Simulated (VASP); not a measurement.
# Hf (Fm-3m) in VASP: a series of runs

Hf is run at these levels: PBE; tasks: electric field gradients.

All numbers are computed with VASP 6.6.1; they aren't measurements. Logs are shortened: lines on timing, memory, paths and dates and some standing lists are left out, and cuts for length are marked.

## Step 1: The cell of the first run

The structure is cubic, space group Fm-3m (No. 225). The conventional cell has a = 4.440 Å, b = 4.440 Å, c = 4.440 Å, α = 90.00°, β = 90.00°, γ = 90.00°. Hf (site symmetry m-3m) has 12 Hf at 3.14 Å within 4.1 Å.

## Step 2: Electric field gradients, PBE

Input file INCAR:

```
SYSTEM = Hf
PREC = Accurate ; ENCUT = 520
EDIFF = 1E-8 ; ISMEAR = -1
SIGMA = 0.03 ; LREAL = .False.
LASPH = .True. ; NELM = 60
ALGO = Normal ; ISIF = 2
LWAVE = .False. ; LCHARG = .False.
GGA = PE ; LEFG = .True.
NBANDS = 11
```

Input file KPOINTS:

```
regular mesh
0
Gamma
  5 5 5
  0 0 0
```

Input file POSCAR:

```
Hf
1.0
    0.0000000000      2.2200000000      2.2200000000
    2.2200000000      0.0000000000      2.2200000000
    2.2200000000      2.2200000000      0.0000000000
Hf
1
Direct
    0.0000000000      0.0000000000      0.0000000000
```

Potentials or basis: VASP PAW PBE potentials, release 64 (Hf_pv).

Run with:

```bash
cat potpaw_PBE.64/Hf_pv/POTCAR > POTCAR
mpirun -np 1 vasp_std > vasp.out
```

OUTCAR:

```text
SYSTEM = Hf
   PREC = Accurate
   ENCUT = 520
   EDIFF = 1E-8
   ISMEAR = -1
   LREAL = .False.
   LASPH = .True.
   NELM = 60
   ISIF = 2
   GGA = PE

 ion  position               nearest neighbor table
   1  0.000  0.000  0.000-

  LATTYP: Found a face centered cubic cell.
 ALAT       =     4.4400000000

  Lattice vectors:

 A1 = (   0.0000000000,   2.2200000000,   2.2200000000)
 A2 = (   2.2200000000,   0.0000000000,   2.2200000000)
 A3 = (   2.2200000000,   2.2200000000,   0.0000000000)

Analysis of symmetry for initial positions (statically):
=====================================================================
 Subroutine PRICEL returns:
 Original cell was already a primitive cell.

 Routine SETGRP: Setting up the symmetry group for a
 face centered cubic supercell.

 Subroutine GETGRP returns: Found 48 space group operations
 (whereof 48 operations were pure point group operations)
 out of a pool of 48 trial point group operations.

The static configuration has the point symmetry O_h .

Analysis of symmetry for dynamics (positions and initial velocities):
=====================================================================
 Subroutine PRICEL returns:
 Original cell was already a primitive cell.

 Routine SETGRP: Setting up the symmetry group for a
 face centered cubic supercell.

 Subroutine GETGRP returns: Found 48 space group operations
 (whereof 48 operations were pure point group operations)
 out of a pool of 48 trial point group operations.

The dynamic configuration has the point symmetry O_h .

 Subroutine INISYM returns: Found 48 space group operations
 (whereof 48 operations are pure point group operations),
 and found     1 'primitive' translations

----------------------------------------------------------------------------------------

                                     Primitive cell

  volume of cell :      21.8821

  direct lattice vectors                    reciprocal lattice vectors
     0.000000000  2.220000000  2.220000000    -0.225225225  0.225225225  0.225225225
[... 109 lines left out ...]
  ---------------------------------------------------
  ext. energy  EPLUGINS =         0.00000000
  ---------------------------------------------------
  free energy    TOTEN  =        -9.90107717 eV

  energy without entropy =       -9.89626793  energy(sigma->0) =       -9.89867255

 E-fermi :   4.6294     XC(G=0): -11.3873

 val. band max:        4.5799563420   @ k =  -0.2000   0.2000   0.0000
 cond. band min:       4.6695431760   @ k =   0.2000   0.2000   0.0000
 fundamental gap:      0.0895868340
 Fermi energy:         4.6293722313

 k-point     1 :       0.0000    0.0000    0.0000
  band No.  band energies     occupation
      1     -25.0380      2.00000
      2     -25.0380      2.00000
      3     -25.0380      2.00000
      4      -2.3896      2.00000
      5       6.3115      0.00000
      6       6.3115      0.00000
      7       6.3115      0.00000
      8       9.1777      0.00000
      9       9.1777      0.00000
     10      16.2877      0.00000
     11      18.0240      0.00000
[... 113 lines left out ...]
 k-point    10 :      -0.4000    0.4000    0.2000
  band No.  band energies     occupation
      1     -25.6989      2.00000
      2     -25.4954      2.00000
      3     -25.3001      2.00000
      4       2.9505      2.00000
      5       3.9965      2.00000
      6       4.4991      1.97432
      7       8.2216      0.00000
      8      10.7275      0.00000
      9      12.6837      0.00000
     10      15.3802      0.00000
     11      16.5800      0.00000

------------------------ aborting loop because EDIFF is reached ----------------------------------------

  FORCE on cell =-STRESS in cart. coord.  units (eV):
  Direction    XX          YY          ZZ          XY          YZ          ZX
  --------------------------------------------------------------------------------------
  -------------------------------------------------------------------------------------
  Total        0.3823266      0.3823266      0.3823266      0.0000000      0.0000000      0.0000000
  in kB       27.9934374     27.9934374     27.9934374      0.0000000      0.0000000      0.0000000
  external PRESSURE =      27.9934374 kB  Pullay stress =       0.0000000 kB

 VOLUME and BASIS-vectors are now :
 -----------------------------------------------------------------------------
  energy-cutoff  :      520.00
  volume of cell :       21.88
      direct lattice vectors                 reciprocal lattice vectors
     0.000000000  2.220000000  2.220000000    -0.225225225  0.225225225  0.225225225
     2.220000000  0.000000000  2.220000000     0.225225225 -0.225225225  0.225225225
     2.220000000  2.220000000  0.000000000     0.225225225  0.225225225 -0.225225225

 POSITION                                       TOTAL-FORCE (eV/Angst)
 -----------------------------------------------------------------------------------
      0.00000      0.00000      0.00000         0.000000     -0.000000      0.000000
 -----------------------------------------------------------------------------------
    total drift:                                0.000000      0.000000     -0.000000

  FREE ENERGIE OF THE ION-ELECTRON SYSTEM (eV)
  ---------------------------------------------------
  free  energy   TOTEN  =        -9.9010771711 eV

  energy  without entropy=       -9.8962679324  energy(sigma->0) =       -9.89867255

 Electric field gradients (V/A^2)
---------------------------------------------------------------------
 ion       V_xx      V_yy      V_zz      V_xy      V_xz      V_yz
---------------------------------------------------------------------
   1      -0.000    -0.000     0.000    -0.000    -0.000    -0.000
---------------------------------------------------------------------

 Electric field gradients after diagonalization (V/A^2)
 (convention: |V_zz| > |V_xx| > |V_yy|)
----------------------------------------------------------------------
 ion       V_xx      V_yy      V_zz     asymmetry (V_yy - V_xx)/ V_zz
----------------------------------------------------------------------
   1       0.000     0.000    -0.001       0.000
----------------------------------------------------------------------

           NMR quadrupolar parameters

 Cq : quadrupolar parameter    Cq=e*Q*V_zz/h
 eta: asymmetry parameters     (V_yy - V_xx)/ V_zz
 Q  : nuclear electric quadrupole moment in mb (millibarn)
----------------------------------------------------------------------
 ion       Cq(MHz)       eta       Q (mb)
----------------------------------------------------------------------
   1      -0.000       0.000       1.000
----------------------------------------------------------------------
```

Run time: 4.1 s. Hardware: 1 thread of Intel Xeon 8259CL, shared host; peak memory 0.13 GiB.

What came out:

| Quantity | Value |
| --- | --- |
| Free energy | -9.9011 eV |
| Pressure | 2.8 GPa |
| Band gap on the k mesh | zero (band 5 reaches 6.31 eV, above the bottom of band 6 at 4.50 eV) |

Levels at points of the mesh, in eV from the Fermi level:
```csv
k point,band 1,band 2,band 3,band 4,band 5,band 6,band 7,band 8,band 9,band 10
"(0.00, 0.00, 0.00)",-29.67,-29.67,-29.67,-7.02,1.68,1.68,1.68,4.55,4.55,11.66
```

Caveat: the k points lie up to 0.49 Å⁻¹ apart; without QUAD_EFG the Cq values of the log hold for a quadrupole moment of 1 mb, not for the nuclei; spin-orbit coupling is left out, which moves the levels of the heavy elements.

## Step 3: Electric field gradients, PBE

Input file INCAR:

```
PREC = Accurate
ENCUT = 520
EDIFF = 1E-8
ISMEAR = -1
SIGMA = 0.03
LREAL = F
LASPH = T
NELM = 80
ALGO = Normal
ISIF = 2
LWAVE = F
LCHARG = F
GGA = PE
LEFG = T
NBANDS = 11
```

Input file KPOINTS:

```
regular mesh
0
Gamma
  8 8 8
```

POSCAR is that of step 2.

Potentials or basis: VASP PAW PBE potentials, release 64 (Hf_pv).

Run with:

```bash
cat potpaw_PBE.64/Hf_pv/POTCAR > POTCAR
mpirun -np 1 vasp_std > vasp.out
```

OUTCAR:

```text
PREC = Accurate
   ENCUT = 520
   EDIFF = 1E-8
   ISMEAR = -1
   LREAL = F
   LASPH = T
   NELM = 80
   ISIF = 2
   GGA = PE

 ion  position               nearest neighbor table
   1  0.000  0.000  0.000-

  LATTYP: Found a face centered cubic cell.
 ALAT       =     4.4400000000

  Lattice vectors:

 A1 = (   0.0000000000,   2.2200000000,   2.2200000000)
 A2 = (   2.2200000000,   0.0000000000,   2.2200000000)
 A3 = (   2.2200000000,   2.2200000000,   0.0000000000)

Analysis of symmetry for initial positions (statically):
=====================================================================
 Subroutine PRICEL returns:
 Original cell was already a primitive cell.

 Routine SETGRP: Setting up the symmetry group for a
 face centered cubic supercell.

 Subroutine GETGRP returns: Found 48 space group operations
[... 515 lines left out ...]
  external PRESSURE =      28.4396418 kB  Pullay stress =       0.0000000 kB

 VOLUME and BASIS-vectors are now :
 -----------------------------------------------------------------------------
  energy-cutoff  :      520.00
  volume of cell :       21.88
      direct lattice vectors                 reciprocal lattice vectors
     0.000000000  2.220000000  2.220000000    -0.225225225  0.225225225  0.225225225
     2.220000000  0.000000000  2.220000000     0.225225225 -0.225225225  0.225225225
     2.220000000  2.220000000  0.000000000     0.225225225  0.225225225 -0.225225225

 POSITION                                       TOTAL-FORCE (eV/Angst)
 -----------------------------------------------------------------------------------
      0.00000      0.00000      0.00000        -0.000000      0.000000      0.000000
 -----------------------------------------------------------------------------------
    total drift:                               -0.000000     -0.000000     -0.000000

  FREE ENERGIE OF THE ION-ELECTRON SYSTEM (eV)
  ---------------------------------------------------
  free  energy   TOTEN  =        -9.8382454751 eV

  energy  without entropy=       -9.8345039983  energy(sigma->0) =       -9.83637474

 Electric field gradients (V/A^2)
---------------------------------------------------------------------
 ion       V_xx      V_yy      V_zz      V_xy      V_xz      V_yz
---------------------------------------------------------------------
   1      -0.000    -0.000     0.000    -0.000    -0.000    -0.000
---------------------------------------------------------------------

 Electric field gradients after diagonalization (V/A^2)
 (convention: |V_zz| > |V_xx| > |V_yy|)
----------------------------------------------------------------------
 ion       V_xx      V_yy      V_zz     asymmetry (V_yy - V_xx)/ V_zz
----------------------------------------------------------------------
   1       0.000     0.000    -0.001       0.000
----------------------------------------------------------------------

           NMR quadrupolar parameters

 Cq : quadrupolar parameter    Cq=e*Q*V_zz/h
 eta: asymmetry parameters     (V_yy - V_xx)/ V_zz
 Q  : nuclear electric quadrupole moment in mb (millibarn)
----------------------------------------------------------------------
 ion       Cq(MHz)       eta       Q (mb)
----------------------------------------------------------------------
   1      -0.000       0.000       1.000
----------------------------------------------------------------------
```

OSZICAR:

```text
N       E                     dE             d eps       ncg     rms          rms(c)
DAV:   1     0.129304548653E+02    0.12930E+02   -0.56005E+03   638   0.833E+02
DAV:   2    -0.975910758877E+01   -0.22690E+02   -0.22073E+02   831   0.155E+02
DAV:   3    -0.101651817950E+02   -0.40607E+00   -0.40454E+00   799   0.145E+01
DAV:   4    -0.101667237217E+02   -0.15419E-02   -0.15418E-02   764   0.110E+00
DAV:   5    -0.101667319153E+02   -0.81935E-05   -0.81930E-05   779   0.672E-02    0.467E+01
DAV:   6    -0.992434971249E+01    0.24238E+00   -0.20314E-01   716   0.340E+00    0.278E+01
DAV:   7    -0.984159071209E+01    0.82759E-01   -0.31312E-01   737   0.412E+00    0.134E+00
DAV:   8    -0.983821327438E+01    0.33774E-02   -0.25303E-02   710   0.106E+00    0.898E-02
DAV:   9    -0.983824679460E+01   -0.33520E-04   -0.30952E-04   766   0.156E-01    0.449E-02
DAV:  10    -0.983824548492E+01    0.13097E-05   -0.18169E-05   716   0.342E-02    0.330E-02
DAV:  11    -0.983824543994E+01    0.44981E-07   -0.23584E-06   751   0.118E-02    0.338E-03
DAV:  12    -0.983824548464E+01   -0.44698E-07   -0.42469E-08   750   0.189E-03    0.598E-04
DAV:  13    -0.983824546759E+01    0.17046E-07   -0.13209E-09   451   0.335E-04    0.297E-04
DAV:  14    -0.983824547512E+01   -0.75283E-08   -0.12682E-10   412   0.111E-04
   1 F= -.98382455E+01 E0= -.98363747E+01  d E =-.374148E-02
```

Wall time 8.5 s (1 thread of Intel Xeon 8259CL, shared host); peak memory 0.14 GiB.

Results:

| Item | Value |
| --- | --- |
| Free energy | -9.8382 eV |
| Pressure | 2.8 GPa |
| Band gap on the k mesh | zero (band 5 reaches 6.30 eV, above the bottom of band 6 at 4.49 eV) |

Levels at points of the mesh, in eV from the Fermi level:
```csv
k point,band 2,band 3,band 4,band 5,band 6,band 7,band 8,band 9
"(0.00, 0.00, 0.00)",-29.97,-29.97,-7.31,1.38,1.38,1.38,4.26,4.26
"(0.50, 0.00, 0.00)",-30.08,-30.08,-3.73,0.63,1.16,1.16,6.43,6.43
"(0.50, 0.50, 0.00)",-30.28,-30.28,-3.37,-2.24,2.61,6.45,7.07,7.07
```

Caveat: without QUAD_EFG the Cq values of the log hold for a quadrupole moment of 1 mb, not for the nuclei; spin-orbit coupling is left out, which moves the levels of the heavy elements.
